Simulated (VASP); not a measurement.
# Ge2Sb2O (P4/mmm) in VASP: further runs

Ge2Sb2O is run at these levels: PBE; tasks: single point, relaxation of cell and atoms.

Program: VASP 6.6.1. These are calculated values, not measurements. Logs are shortened: lines on timing, memory, paths and dates and some standing lists are left out, and cuts for length are marked.

## Step 1: The cell of the first run

It takes space group P4/mmm (No. 123, tetragonal). Conventional cell: a = 3.399 Å, b = 3.399 Å, c = 8.973 Å, α = 90.00°, β = 90.00°, γ = 90.00°. Ge (site symmetry 4mm) has 1 O at 2.49 Å and 8 Sb at 3.13 to 3.46 Å and 4 Ge at 3.40 Å within 3.5 Å. Within 4.1 Å of Sb (site symmetry 4/mmm) lie 8 Ge at 3.13 Å and 4 Sb at 3.40 Å. Sb (site symmetry 4/mmm) has 4 O at 2.40 Å within 3.2 Å. O (site symmetry 4/mmm) has 4 Sb at 2.40 Å and 2 Ge at 2.49 Å within 3.2 Å.

The cell was generated, and may not be a known phase.

## Step 2: Single point, PBE

The input, INCAR:

```
PREC     = Accurate       # precision mode
ENCUT    = 600            # plane-wave cutoff, eV
EDIFF    = 1E-6           # SCF threshold, eV
ISMEAR   = 0              # smearing method
SIGMA    = 0.1            # smearing width, eV
LREAL    = F              # projectors in reciprocal space
LASPH    = T              # aspherical terms in the spheres
NELM     = 120            # most SCF steps
ALGO     = Normal         # electronic algorithm
ISIF     = 2              # what is computed and relaxed
LWAVE    = F              # write WAVECAR
LCHARG   = F              # write CHGCAR
GGA      = PE             # functional
NBANDS   = 30             # bands
GGA_COMPAT= F
```

The input, KPOINTS:

```
Automatic mesh
0
Gamma
  4 4 4
```

The input, POSCAR:

```
Ge2Sb2O
1.0
    3.3988681527      0.0000000000      0.0000000000
    0.0000000000      3.3988681527      0.0000000000
    0.0000000000      0.0000000000      8.9729404956
Ge Sb O
2 2 1
Direct
    0.5000000000      0.5000000000      0.2228518609
    0.5000000000      0.5000000000      0.7771481391
    0.0000000000      0.0000000000      0.0000000000
    0.0000000000      0.0000000000      0.5000000000
    0.5000000000      0.5000000000      0.5000000000
```

Potentials or basis: VASP PAW PBE potentials, release 64 (Ge_d, Sb, O).

Command:

```
cat potpaw_PBE.64/Ge_d/POTCAR potpaw_PBE.64/Sb/POTCAR potpaw_PBE.64/O/POTCAR > POTCAR
mpirun -np 1 vasp_std > vasp.out
```

OUTCAR:

```text
PREC = Accurate
   ENCUT = 600
   EDIFF = 1E-6
   ISMEAR = 0
   LREAL = F
   LASPH = T
   NELM = 120
   ISIF = 2
   GGA = PE

 ion  position               nearest neighbor table
   1  0.500  0.500  0.223-   3 3.13   3 3.13   3 3.13   3 3.13
   2  0.500  0.500  0.777-   3 3.13   3 3.13   3 3.13   3 3.13
   3  0.000  0.000  0.000-   1 3.13   2 3.13   1 3.13   2 3.13   1 3.13   2 3.13   1 3.13   2 3.13

   4  0.000  0.000  0.500-   5 2.40   5 2.40   5 2.40   5 2.40
   5  0.500  0.500  0.500-   4 2.40   4 2.40   4 2.40   4 2.40

  LATTYP: Found a simple tetragonal cell.
 ALAT       =     3.3988681527
 C/A-ratio  =     2.6399789849

  Lattice vectors:

 A1 = (   3.3988681527,   0.0000000000,   0.0000000000)
 A2 = (   0.0000000000,   3.3988681527,   0.0000000000)
 A3 = (   0.0000000000,   0.0000000000,   8.9729404956)

Analysis of symmetry for initial positions (statically):
=====================================================================
 Subroutine PRICEL returns:
 Original cell was already a primitive cell.

 Routine SETGRP: Setting up the symmetry group for a
 simple tetragonal supercell.

 Subroutine GETGRP returns: Found 16 space group operations
 (whereof 16 operations were pure point group operations)
 out of a pool of 16 trial point group operations.

The static configuration has the point symmetry D_4h.

Analysis of symmetry for dynamics (positions and initial velocities):
=====================================================================
 Subroutine PRICEL returns:
 Original cell was already a primitive cell.

 Routine SETGRP: Setting up the symmetry group for a
 simple tetragonal supercell.

 Subroutine GETGRP returns: Found 16 space group operations
 (whereof 16 operations were pure point group operations)
 out of a pool of 16 trial point group operations.

The dynamic configuration has the point symmetry D_4h.

 Subroutine INISYM returns: Found 16 space group operations
 (whereof 16 operations are pure point group operations),
 and found     1 'primitive' translations

----------------------------------------------------------------------------------------

                                     Primitive cell

  volume of cell :     103.6581

  direct lattice vectors                    reciprocal lattice vectors
     3.398868153  0.000000000  0.000000000     0.294215590  0.000000000  0.000000000
     0.000000000  3.398868153  0.000000000     0.000000000  0.294215590  0.000000000
     0.000000000  0.000000000  8.972940496     0.000000000  0.000000000  0.111446187

  length of vectors
     3.398868153  3.398868153  8.972940496     0.294215590  0.294215590  0.111446187

  position of ions in fractional coordinates (direct lattice)
     0.500000000  0.500000000  0.222851861
     0.500000000  0.500000000  0.777148139
     0.000000000  0.000000000  0.000000000
     0.000000000  0.000000000  0.500000000
     0.500000000  0.500000000  0.500000000

  ion indices of the primitive-cell ions
   primitive index   ion index
                 1           1
                 2           2
                 3           3
                 4           4
                 5           5

----------------------------------------------------------------------------------------

 KPOINTS: Automatic mesh

Automatic generation of k-mesh.
 Grid dimensions read from file:
 generate k-points for:    4    4    4

 Generating k-lattice:

  Cartesian coordinates                     Fractional coordinates (reciprocal lattice)
     0.073553898  0.000000000  0.000000000     0.250000000  0.000000000  0.000000000
     0.000000000  0.073553898  0.000000000     0.000000000  0.250000000  0.000000000
     0.000000000  0.000000000  0.027861547     0.000000000  0.000000000  0.250000000

  Length of vectors
     0.073553898  0.073553898  0.027861547

  Shift w.r.t. Gamma in fractional coordinates (k-lattice)
     0.000000000  0.000000000  0.000000000

 Subroutine IBZKPT returns following result:
 ===========================================

 Found     18 irreducible k-points:

 Following reciprocal coordinates:
            Coordinates               Weight
  0.000000  0.000000  0.000000      1.000000
  0.250000  0.000000  0.000000      4.000000
  0.500000  0.000000  0.000000      2.000000
  0.250000  0.250000  0.000000      4.000000
  0.500000  0.250000  0.000000      4.000000
  0.500000  0.500000  0.000000      1.000000
[... 10 lines left out ...]
  0.500000  0.250000  0.500000      4.000000
  0.500000  0.500000  0.500000      1.000000
   k-points           NKPTS =     18   k-points in BZ     NKDIM =     18   number of bands    NBANDS=     30
   number of dos      NEDOS =    301   number of ions     NIONS =      5
   total plane-waves  NPLWV =  56448
   dimension x,y,z NGX =    28 NGY =   28 NGZ =   72
   dimension x,y,z NGXF=    56 NGYF=   56 NGZF=  144
   ions per type =               2   2   1
   NGX,Y,Z   is equivalent  to a cutoff of  13.70, 13.70, 13.34 a.u.
   NGXF,Y,Z  is equivalent  to a cutoff of  27.39, 27.39, 26.68 a.u.
 SYSTEM =  unknown system
   PREC   = accura    normal or accurate (medium, high low for compatibility)
   ISTART =      0    job   : 0-new  1-cont  2-samecut
   ICHARG =      2    charge: 1-file 2-atom 10-const
   ISPIN  =      1    spin polarized calculation?
   LNONCOLLINEAR =      F non collinear calculations
   LSORBIT =      F    spin-orbit coupling
   LASPH  =      T    aspherical Exc in radial PAW
   ENCUT  =  600.0 eV  44.10 Ry    6.64 a.u.   6.79  6.79 17.92*2*pi/ulx,y,z
   NELM   =    120;   NELMIN=  2; NELMDL= -5     # of ELM steps
   EDIFF  = 0.1E-05   stopping-criterion for ELM
   LREAL  =      F    real-space projection
   EDIFFG = 0.1E-04   stopping-criterion for IOM
   NSW    =      0    number of steps for IOM
   IBRION =     -1    ionic relax: 0-MD 1-quasi-New 2-CG
   NFREE  =      0    steps in history (QN), initial steepest desc. (CG)
   ISIF   =      2    stress and relaxation
   ISYM   =      2    0-nonsym 1-usesym 2-fastsym
   POTIM  = 0.5000    time-step for ionic-motion
   TEBEG  =    0.0;   TEEND  =   0.0 temperature during run
   PSTRESS=    0.0 pullay stress
   NELECT =      44.0000    total number of electrons
   NUPDOWN=      -1.0000    fix difference up-down
   EMIN   =  10.00;   EMAX   =-10.00  energy-range for DOS
   EFERMI =   0.00;   METHOD = LEGACY
   ISMEAR =     0;   SIGMA  =   0.10  broadening in eV -4-tet -1-fermi 0-gaus
   EFERMI_NEDOS =   21; number of points for ismear=-14 and -15
   IALGO  =     38    algorithm
   IMIX   =      4    mixing-type and parameters
     AMIX     =   0.40;   BMIX     =  1.00
     AMIX_MAG =   1.60;   BMIX_MAG =  1.00
  volume/ion in A,a.u.               =      20.73       139.90
  Fermi-wavevector in a.u.,A,eV,Ry     =   1.230338  2.325002 20.595582  1.513733
  Thomas-Fermi vector in A             =   2.365191
   LORBIT       =      0    0 simple, 1 ext, 2 COOP (PROOUT), +10 PAW based schemes
   GGA     = PE    functional components
   LHFCALC =     F    Hartree Fock is set to
   AEXX    =    0.0000 exact exchange contribution
   IVDW    =     0    specifies the selected vdW correction
   LEPSILON=     F    determine dielectric tensor
   LRPA    =     F    only Hartree local field effects (RPA)
 non-spin polarized calculation
 Gauss-broadening in eV      SIGMA  =   0.10
  energy-cutoff  :      600.00
  volume of cell :      103.66
 maximum number of plane-waves:      3488
 NGX is ok and might be reduce to    28
   NGX = 13   NGY = 13   NGZ = 35

 number of electron      44.0000004 magnetization

 Free energy of the ion-electron system (eV)
  ---------------------------------------------------
  ext. energy  EPLUGINS =         0.00000000
  ---------------------------------------------------
  free energy    TOTEN  =       -21.87602816 eV

  energy without entropy =      -21.86202826  energy(sigma->0) =      -21.86902821

 E-fermi :   7.0236     XC(G=0): -10.5130

 val. band max:        6.9844396329   @ k =   0.5000   0.2500   0.0000
 cond. band min:       7.0976715055   @ k =   0.2500   0.2500   0.5000
 fundamental gap:      0.1132318726
 Fermi energy:         7.0236458012

 k-point     1 :       0.0000    0.0000    0.0000
  band No.  band energies     occupation
      1     -17.8754      2.00000
      2     -17.8696      2.00000
      3     -17.8529      2.00000
      4     -17.8529      2.00000
      5     -17.8518      2.00000
      6     -17.8518      2.00000
[... 22 lines left out ...]
     29      12.6847      0.00000
     30      12.8420      0.00000

 k-point     2 :       0.2500    0.0000    0.0000
  band No.  band energies     occupation
      1     -17.8723      2.00000
      2     -17.8667      2.00000
      3     -17.8579      2.00000
      4     -17.8564      2.00000
      5     -17.8524      2.00000
      6     -17.8515      2.00000
[... 22 lines left out ...]
     29      11.6568      0.00000
     30      12.5964      0.00000

 k-point     3 :       0.5000    0.0000    0.0000
  band No.  band energies     occupation
      1     -17.8701      2.00000
      2     -17.8647      2.00000
      3     -17.8630      2.00000
      4     -17.8610      2.00000
      5     -17.8518      2.00000
      6     -17.8512      2.00000
[... 22 lines left out ...]
     29      11.5632      0.00000
     30      12.1007      0.00000

 k-point     4 :       0.2500    0.2500    0.0000
  band No.  band energies     occupation
      1     -17.8681      2.00000
      2     -17.8624      2.00000
      3     -17.8575      2.00000
      4     -17.8570      2.00000
      5     -17.8561      2.00000
      6     -17.8557      2.00000
[... 418 lines left out ...]
     29      11.5125      0.00000
     30      11.5759      0.00000

 k-point    17 :       0.5000    0.2500    0.5000
  band No.  band energies     occupation
      1     -17.8623      2.00000
      2     -17.8622      2.00000
      3     -17.8618      2.00000
      4     -17.8605      2.00000
      5     -17.8564      2.00000
      6     -17.8555      2.00000
[... 22 lines left out ...]
     29      11.0914      0.00000
     30      11.1685      0.00000

 k-point    18 :       0.5000    0.5000    0.5000
  band No.  band energies     occupation
      1     -17.8610      2.00000
      2     -17.8610      2.00000
      3     -17.8597      2.00000
      4     -17.8597      2.00000
      5     -17.8584      2.00000
      6     -17.8583      2.00000
[... 22 lines left out ...]
     29      10.7594      0.00000
     30      10.7594      0.00000

------------------------ aborting loop because EDIFF is reached ----------------------------------------

  FORCE on cell =-STRESS in cart. coord.  units (eV):
  Direction    XX          YY          ZZ          XY          YZ          ZX
  --------------------------------------------------------------------------------------
  -------------------------------------------------------------------------------------
  Total       -0.2967109     -0.2967109      0.0263031      0.0000000      0.0000000      0.0000000
  in kB       -4.5860704     -4.5860704      0.4065498      0.0000000      0.0000000      0.0000000
  external PRESSURE =      -2.9218637 kB  Pullay stress =       0.0000000 kB

 VOLUME and BASIS-vectors are now :
 -----------------------------------------------------------------------------
  energy-cutoff  :      600.00
  volume of cell :      103.66
      direct lattice vectors                 reciprocal lattice vectors
     3.398868153  0.000000000  0.000000000     0.294215590  0.000000000  0.000000000
     0.000000000  3.398868153  0.000000000     0.000000000  0.294215590  0.000000000
     0.000000000  0.000000000  8.972940496     0.000000000  0.000000000  0.111446187

 POSITION                                       TOTAL-FORCE (eV/Angst)
 -----------------------------------------------------------------------------------
      1.69943      1.69943      1.99964        -0.000000      0.000000      0.001245
      1.69943      1.69943      6.97330         0.000000     -0.000000     -0.001245
      0.00000      0.00000      0.00000        -0.000000     -0.000000      0.000000
      0.00000      0.00000      4.48647        -0.000000     -0.000000      0.000000
      1.69943      1.69943      4.48647        -0.000000     -0.000000      0.000000
 -----------------------------------------------------------------------------------
    total drift:                                0.000000      0.000000      0.000000

  FREE ENERGIE OF THE ION-ELECTRON SYSTEM (eV)
  ---------------------------------------------------
  free  energy   TOTEN  =       -21.8760281599 eV

  energy  without entropy=      -21.8620282600  energy(sigma->0) =      -21.86902821
```

Wall time 44 s (1 thread of Intel Xeon 6975P-C (Granite Rapids), shared host); peak memory 0.25 GiB.

Results:

```
Free energy            : -21.8760 eV
Pressure               : -0.3 GPa
Band gap on the k mesh : zero (bands 22 and 23 overlap by 2.50 eV)
```

Levels at points of the mesh, in eV from the Fermi level:
| k point | band 19 | band 20 | band 21 | band 22 | band 23 | band 24 | band 25 | band 26 |
| --- | --- | --- | --- | --- | --- | --- | --- | --- |
| (0.00, 0.00, 0.00) | -0.43 | 0.61 | 0.61 | 1.35 | 1.78 | 2.78 | 2.78 | 4.72 |
| (0.50, 0.00, 0.00) | -3.62 | -1.59 | -0.73 | -0.35 | -0.22 | 2.35 | 2.95 | 3.35 |
| (0.50, 0.50, 0.00) | -4.27 | -3.45 | -1.81 | -1.81 | -1.15 | 0.17 | 1.00 | 1.00 |
| (0.00, 0.00, 0.50) | -1.22 | 0.17 | 0.58 | 0.58 | 2.83 | 2.83 | 3.66 | 4.20 |
| (0.50, 0.00, 0.50) | -3.05 | -1.59 | -1.22 | -1.15 | 2.00 | 2.34 | 3.03 | 3.26 |
| (0.50, 0.50, 0.50) | -4.36 | -3.92 | -1.46 | -1.46 | -0.43 | -0.07 | 0.60 | 0.60 |

Caveat: the k points lie up to 0.46 Å⁻¹ apart, too coarse for converged energies and pressures of a metal; spin-orbit coupling is left out, which moves the levels of the heavy elements.

[end of part 1 of 3]

The gap in the log of VASP goes by the Fermi energy; the results here count the filled bands.